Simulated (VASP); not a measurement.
# Cu3N (Pm-3m) in VASP: notebook

Runs on Cu3N. Level: PBE. Tasks: single point.

All numbers are computed with VASP 6.6.1; they aren't measurements. Logs are shortened: lines on timing, memory, paths and dates and some standing lists are left out, and cuts for length are marked.

## 1. The cell of the first run

The structure is cubic, space group Pm-3m (No. 221). Conventional cell: a = 3.789 Å, b = 3.789 Å, c = 3.789 Å, α = 90.00°, β = 90.00°, γ = 90.00°. Cu (site symmetry 4/mmm) has 2 N at 1.89 Å within 2.5 Å. Within 2.5 Å of N (site symmetry m-3m) lie 6 Cu at 1.89 Å.

## 2. Single point, PBE

Input file INCAR:

```
PREC = Accurate
ENCUT = 600
EDIFF = 1E-6
ISMEAR = 1
SIGMA = 0.5
LREAL = False
LASPH = True
NELM = 120
ALGO = Normal
ISIF = 2
LWAVE = False
LCHARG = False
GGA = PE
NBANDS = 27
GGA_COMPAT = False
```

Input file KPOINTS:

```
regular mesh
0
Gamma
  4 4 4
```

Input file POSCAR:

```
Cu3N
1.0
    3.7893700817      0.0000000000      0.0000000000
    0.0000000000      3.7893700817      0.0000000000
    0.0000000000      0.0000000000      3.7893700817
Cu N
3 1
Direct
    0.5000000000      0.0000000000      0.0000000000
    0.0000000000      0.5000000000      0.0000000000
    0.0000000000      0.0000000000      0.5000000000
    0.0000000000      0.0000000000      0.0000000000
```

Potentials or basis: VASP PAW PBE potentials, release 64 (Cu, N).

Command:

```bash
$ cat potpaw_PBE.64/Cu/POTCAR potpaw_PBE.64/N/POTCAR > POTCAR
$ mpirun -np 1 vasp_std > vasp.out
```

OUTCAR:

```text
PREC = Accurate
   ENCUT = 600
   EDIFF = 1E-6
   ISMEAR = 1
   LREAL = False
   LASPH = True
   NELM = 120
   ISIF = 2
   GGA = PE

 ion  position               nearest neighbor table
   1  0.500  0.000  0.000-   4 1.89   4 1.89   2 2.68   3 2.68   2 2.68   2 2.68   3 2.68   3 2.68
                             3 2.68   2 2.68
   2  0.000  0.500  0.000-   4 1.89   4 1.89   1 2.68   3 2.68   1 2.68   3 2.68   3 2.68   3 2.68
                             1 2.68   1 2.68
   3  0.000  0.000  0.500-   4 1.89   4 1.89   1 2.68   1 2.68   2 2.68   2 2.68   2 2.68   2 2.68
                             1 2.68   1 2.68
   4  0.000  0.000  0.000-   1 1.89   2 1.89   3 1.89   3 1.89   2 1.89   1 1.89

  LATTYP: Found a simple cubic cell.
 ALAT       =     3.7893700817

  Lattice vectors:

 A1 = (   3.7893700817,   0.0000000000,   0.0000000000)
 A2 = (   0.0000000000,   3.7893700817,   0.0000000000)
 A3 = (   0.0000000000,   0.0000000000,   3.7893700817)

Analysis of symmetry for initial positions (statically):
=====================================================================
 Subroutine PRICEL returns:
 Original cell was already a primitive cell.

 Routine SETGRP: Setting up the symmetry group for a
 simple cubic supercell.

 Subroutine GETGRP returns: Found 48 space group operations
 (whereof 48 operations were pure point group operations)
 out of a pool of 48 trial point group operations.

The static configuration has the point symmetry O_h .

Analysis of symmetry for dynamics (positions and initial velocities):
=====================================================================
 Subroutine PRICEL returns:
 Original cell was already a primitive cell.

 Routine SETGRP: Setting up the symmetry group for a
 simple cubic supercell.

 Subroutine GETGRP returns: Found 48 space group operations
 (whereof 48 operations were pure point group operations)
 out of a pool of 48 trial point group operations.

The dynamic configuration has the point symmetry O_h .

 Subroutine INISYM returns: Found 48 space group operations
 (whereof 48 operations are pure point group operations),
 and found     1 'primitive' translations

----------------------------------------------------------------------------------------

                                     Primitive cell

  volume of cell :      54.4128

  direct lattice vectors                    reciprocal lattice vectors
     3.789370082  0.000000000  0.000000000     0.263896104  0.000000000  0.000000000
     0.000000000  3.789370082  0.000000000     0.000000000  0.263896104  0.000000000
     0.000000000  0.000000000  3.789370082     0.000000000  0.000000000  0.263896104

  length of vectors
     3.789370082  3.789370082  3.789370082     0.263896104  0.263896104  0.263896104

  position of ions in fractional coordinates (direct lattice)
     0.500000000  0.000000000  0.000000000
     0.000000000  0.500000000  0.000000000
     0.000000000  0.000000000  0.500000000
     0.000000000  0.000000000  0.000000000

  ion indices of the primitive-cell ions
   primitive index   ion index
                 1           1
                 2           2
                 3           3
                 4           4

----------------------------------------------------------------------------------------

 KPOINTS: regular mesh

Automatic generation of k-mesh.
 Grid dimensions read from file:
 generate k-points for:    4    4    4

 Generating k-lattice:

  Cartesian coordinates                     Fractional coordinates (reciprocal lattice)
     0.065974026  0.000000000  0.000000000     0.250000000  0.000000000  0.000000000
     0.000000000  0.065974026  0.000000000     0.000000000  0.250000000  0.000000000
     0.000000000  0.000000000  0.065974026     0.000000000  0.000000000  0.250000000

  Length of vectors
     0.065974026  0.065974026  0.065974026

  Shift w.r.t. Gamma in fractional coordinates (k-lattice)
     0.000000000  0.000000000  0.000000000

 Subroutine IBZKPT returns following result:
 ===========================================

 Found     10 irreducible k-points:

 Following reciprocal coordinates:
            Coordinates               Weight
  0.000000  0.000000  0.000000      1.000000
  0.250000  0.000000  0.000000      6.000000
  0.500000  0.000000  0.000000      3.000000
  0.250000  0.250000  0.000000     12.000000
  0.500000  0.250000  0.000000     12.000000
  0.500000  0.500000  0.000000      3.000000
  0.250000  0.250000  0.250000      8.000000
  0.500000  0.250000  0.250000     12.000000
  0.500000  0.500000  0.250000      6.000000
  0.500000  0.500000  0.500000      1.000000
   k-points           NKPTS =     10   k-points in BZ     NKDIM =     10   number of bands    NBANDS=     27
   number of dos      NEDOS =    301   number of ions     NIONS =      4
   total plane-waves  NPLWV =  27000
   dimension x,y,z NGX =    30 NGY =   30 NGZ =   30
   dimension x,y,z NGXF=    60 NGYF=   60 NGZF=   60
   ions per type =               3   1
   NGX,Y,Z   is equivalent  to a cutoff of  13.16, 13.16, 13.16 a.u.
   NGXF,Y,Z  is equivalent  to a cutoff of  26.32, 26.32, 26.32 a.u.
 SYSTEM =  unknown system
   PREC   = accura    normal or accurate (medium, high low for compatibility)
   ISTART =      0    job   : 0-new  1-cont  2-samecut
   ICHARG =      2    charge: 1-file 2-atom 10-const
   ISPIN  =      1    spin polarized calculation?
   LNONCOLLINEAR =      F non collinear calculations
   LSORBIT =      F    spin-orbit coupling
   LASPH  =      T    aspherical Exc in radial PAW
   ENCUT  =  600.0 eV  44.10 Ry    6.64 a.u.   7.57  7.57  7.57*2*pi/ulx,y,z
   NELM   =    120;   NELMIN=  2; NELMDL= -5     # of ELM steps
   EDIFF  = 0.1E-05   stopping-criterion for ELM
   LREAL  =      F    real-space projection
   EDIFFG = 0.1E-04   stopping-criterion for IOM
   NSW    =      0    number of steps for IOM
   IBRION =     -1    ionic relax: 0-MD 1-quasi-New 2-CG
   NFREE  =      0    steps in history (QN), initial steepest desc. (CG)
   ISIF   =      2    stress and relaxation
   ISYM   =      2    0-nonsym 1-usesym 2-fastsym
   POTIM  = 0.5000    time-step for ionic-motion
   TEBEG  =    0.0;   TEEND  =   0.0 temperature during run
   PSTRESS=    0.0 pullay stress
   NELECT =      38.0000    total number of electrons
   NUPDOWN=      -1.0000    fix difference up-down
   EMIN   =  10.00;   EMAX   =-10.00  energy-range for DOS
   EFERMI =   0.00;   METHOD = LEGACY
   ISMEAR =     1;   SIGMA  =   0.50  broadening in eV -4-tet -1-fermi 0-gaus
   EFERMI_NEDOS =   21; number of points for ismear=-14 and -15
   IALGO  =     38    algorithm
   IMIX   =      4    mixing-type and parameters
     AMIX     =   0.40;   BMIX     =  1.00
     AMIX_MAG =   1.60;   BMIX_MAG =  1.00
  volume/ion in A,a.u.               =      13.60        91.80
  Fermi-wavevector in a.u.,A,eV,Ry     =   1.452454  2.744740 28.703152  2.109622
  Thomas-Fermi vector in A             =   2.569834
   LORBIT       =      0    0 simple, 1 ext, 2 COOP (PROOUT), +10 PAW based schemes
   GGA     = PE    functional components
   LHFCALC =     F    Hartree Fock is set to
   AEXX    =    0.0000 exact exchange contribution
   IVDW    =     0    specifies the selected vdW correction
   LEPSILON=     F    determine dielectric tensor
   LRPA    =     F    only Hartree local field effects (RPA)
 non-spin polarized calculation
 Methfessel and Paxton  Order N= 1 SIGMA  =   0.50
  energy-cutoff  :      600.00
  volume of cell :       54.41
 maximum number of plane-waves:      1856
   NGX = 15   NGY = 15   NGZ = 15

 number of electron      37.9999988 magnetization

 Free energy of the ion-electron system (eV)
  ---------------------------------------------------
  ext. energy  EPLUGINS =         0.00000000
  ---------------------------------------------------
  free energy    TOTEN  =       -18.30001527 eV

  energy without entropy =      -18.31338919  energy(sigma->0) =      -18.30447325

 E-fermi :   5.1767     XC(G=0): -10.8919

 val. band max:        5.1443409099   @ k =   0.5000   0.5000   0.5000
 cond. band min:       5.2797450803   @ k =   0.5000   0.5000   0.0000
 fundamental gap:      0.1354041704
 Fermi energy:         5.1767343582

 k-point     1 :       0.0000    0.0000    0.0000
  band No.  band energies     occupation
      1     -11.8592      2.00000
      2      -0.2323      2.00000
      3       0.2675      2.00000
      4       0.2675      2.00000
      5       0.2675      2.00000
      6       1.1752      2.00000
[... 19 lines left out ...]
     26      17.5044      0.00000
     27      17.5048      0.00000

 k-point     2 :       0.2500    0.0000    0.0000
  band No.  band energies     occupation
      1     -11.6525      2.00000
      2      -1.4235      2.00000
      3      -0.1872      2.00000
      4      -0.1872      2.00000
      5       0.3631      2.00000
      6       1.2335      2.00000
[... 19 lines left out ...]
     26      15.0063     -0.00000
     27      15.6814      0.00000

 k-point     3 :       0.5000    0.0000    0.0000
  band No.  band energies     occupation
      1     -11.4238      2.00000
      2      -2.4834      2.00000
      3      -0.4670      2.00000
      4      -0.4670      2.00000
      5       1.1722      2.00000
      6       1.2973      2.00000
[... 19 lines left out ...]
     26      14.4688     -0.00000
     27      14.4688     -0.00000

 k-point     4 :       0.2500    0.2500    0.0000
  band No.  band energies     occupation
      1     -11.4439      2.00000
      2      -1.5433      2.00000
      3      -1.5242      2.00000
      4      -0.5100      2.00000
      5       0.7975      2.00000
      6       1.5171      2.00000
[... 19 lines left out ...]
     26      14.8021     -0.00000
     27      16.0962      0.00000
[... 96 lines left out ...]
      4      -1.7529      2.00000
      5       1.6833      2.00000
      6       1.7381      2.00000
[... 19 lines left out ...]
     26      14.8359     -0.00000
     27      18.6664      0.00000

 k-point     9 :       0.5000    0.5000    0.2500
  band No.  band energies     occupation
      1     -10.7579      2.00000
      2      -2.6841      2.00000
      3      -2.6841      2.00000
      4      -1.9097      2.00000
      5       1.6089      2.00000
      6       1.9774      2.00000
[... 19 lines left out ...]
     26      13.2330     -0.00000
     27      17.8891      0.00000

 k-point    10 :       0.5000    0.5000    0.5000
  band No.  band energies     occupation
      1     -10.5118      2.00000
      2      -2.7672      2.00000
      3      -2.7672      2.00000
      4      -2.7672      2.00000
      5       1.4321      2.00000
      6       2.0716      2.00000
[... 19 lines left out ...]
     26      13.2881     -0.00000
     27      15.9913      0.00000

------------------------ aborting loop because EDIFF is reached ----------------------------------------

  FORCE on cell =-STRESS in cart. coord.  units (eV):
  Direction    XX          YY          ZZ          XY          YZ          ZX
  --------------------------------------------------------------------------------------
  -------------------------------------------------------------------------------------
  Total        1.6638592      1.6638592      1.6638592     -0.0000000      0.0000000     -0.0000000
  in kB       48.9921030     48.9921030     48.9921030     -0.0000000      0.0000000     -0.0000000
  external PRESSURE =      48.9921030 kB  Pullay stress =       0.0000000 kB

 VOLUME and BASIS-vectors are now :
 -----------------------------------------------------------------------------
  energy-cutoff  :      600.00
  volume of cell :       54.41
      direct lattice vectors                 reciprocal lattice vectors
     3.789370082  0.000000000  0.000000000     0.263896104  0.000000000  0.000000000
     0.000000000  3.789370082  0.000000000     0.000000000  0.263896104  0.000000000
     0.000000000  0.000000000  3.789370082     0.000000000  0.000000000  0.263896104

 POSITION                                       TOTAL-FORCE (eV/Angst)
 -----------------------------------------------------------------------------------
      1.89469      0.00000      0.00000         0.000000      0.000000      0.000000
      0.00000      1.89469      0.00000         0.000000      0.000000      0.000000
      0.00000      0.00000      1.89469         0.000000      0.000000      0.000000
      0.00000      0.00000      0.00000         0.000000      0.000000      0.000000
 -----------------------------------------------------------------------------------
    total drift:                                0.000000      0.000000      0.000000

  FREE ENERGIE OF THE ION-ELECTRON SYSTEM (eV)
  ---------------------------------------------------
  free  energy   TOTEN  =       -18.3000152739 eV

  energy  without entropy=      -18.3133891878  energy(sigma->0) =      -18.30447325
```

It took 22 s on 1 thread of Intel Xeon 8259CL, shared host; peak memory 0.17 GiB.

What came out:

- Free energy: -18.3000 eV
- Pressure: 4.9 GPa
- Band gap on the k mesh: 0.14 eV (least direct gap 0.68 eV)

Levels at points of the mesh, in eV from the valence-band top:
| k point | band 17 | band 18 | band 19 | band 20 | band 21 | band 22 |
| --- | --- | --- | --- | --- | --- | --- |
| (0.00, 0.00, 0.00) | -1.87 | -1.87 | -1.83 | 1.05 | 5.36 | 5.36 |
| (0.50, 0.00, 0.00) | -1.87 | -1.44 | -1.44 | 1.62 | 3.35 | 6.89 |
| (0.50, 0.50, 0.00) | -1.10 | -1.10 | -0.70 | 0.14 | 3.64 | 4.87 |
| (0.50, 0.50, 0.50) | 0.00 | 0.00 | 0.00 | 0.75 | 0.75 | 0.75 |

Caveat: the cell stands under pressure; semilocal functionals underestimate gaps, and a narrow one can read as zero. A k mesh can miss the band edges.

## 3. Single point, PBE, collinear spin, zero start

Input file INCAR:

```
SYSTEM = Cu3N
  PREC = Accurate
  ENCUT = 600
  EDIFF = 1E-6
  ISMEAR = -1
  SIGMA = 0.02
  LREAL = .False.
  LASPH = .True.
  NELM = 200
  ALGO = Normal
  ISIF = 2
  LWAVE = .False.
  LCHARG = .False.
  ISPIN = 2
  MAGMOM = 0 0 0 0
  LORBIT = 11
  LMAXMIX = 4
  GGA = PE
  NBANDS = 31
  GGA_COMPAT = .False.
```

Input file KPOINTS:

```
regular mesh
0
Gamma
  4 4 4
  0 0 0
```

POSCAR is that of step 2.

Potentials or basis: VASP PAW PBE potentials, release 64 (Cu, N).

Command:

```bash
$ cat potpaw_PBE.64/Cu/POTCAR potpaw_PBE.64/N/POTCAR > POTCAR
$ mpirun -np 1 vasp_std > vasp.out
```

Run time: 35 s. Hardware: 1 thread of Intel Xeon 8259CL, shared host; peak memory 0.2 GiB.

Results (log left out):

```yaml
Free_energy: -18.3050 eV
Pressure: 5.1 GPa
Band_gap_on_the_k_mesh: 0.12 eV (least direct gap 0.66 eV)
Net_moment: 0.00 μB per cell
Valence_electrons_inside_the_program's_atomic_spheres: Cu 10.05; N 3.73
```

Levels at points of the mesh, in eV from the valence-band top:
Spin up:
| k point | band 16 | band 17 | band 18 | band 19 | band 20 | band 21 | band 22 | band 23 |
| --- | --- | --- | --- | --- | --- | --- | --- | --- |
| (0.00, 0.00, 0.00) | -1.87 | -1.87 | -1.87 | -1.84 | 1.05 | 5.34 | 5.34 | 6.61 |
| (0.50, 0.00, 0.00) | -2.24 | -1.87 | -1.44 | -1.44 | 1.62 | 3.35 | 6.88 | 7.23 |
| (0.50, 0.50, 0.00) | -2.20 | -1.10 | -1.10 | -0.70 | 0.12 | 3.63 | 4.87 | 4.87 |
| (0.50, 0.50, 0.50) | -1.92 | 0.00 | 0.00 | 0.00 | 0.73 | 0.73 | 0.73 | 6.11 |
Spin down:
```tsv
k point	band 15	band 16	band 17	band 18	band 19	band 20	band 21	band 22	band 23	band 24
(0.00, 0.00, 0.00)	-2.42	-1.87	-1.87	-1.87	-1.84	1.05	5.34	5.34	6.61	6.61
(0.50, 0.00, 0.00)	-2.41	-2.24	-1.87	-1.44	-1.44	1.62	3.35	6.88	7.23	7.23
(0.50, 0.50, 0.00)	-2.46	-2.20	-1.10	-1.10	-0.70	0.12	3.63	4.87	4.87	8.23
(0.50, 0.50, 0.50)	-1.92	-1.92	0.00	0.00	0.00	0.73	0.73	0.73	6.11	8.14
```

Caveat: the cell stands under pressure; semilocal functionals underestimate gaps, and a narrow one can read as zero.
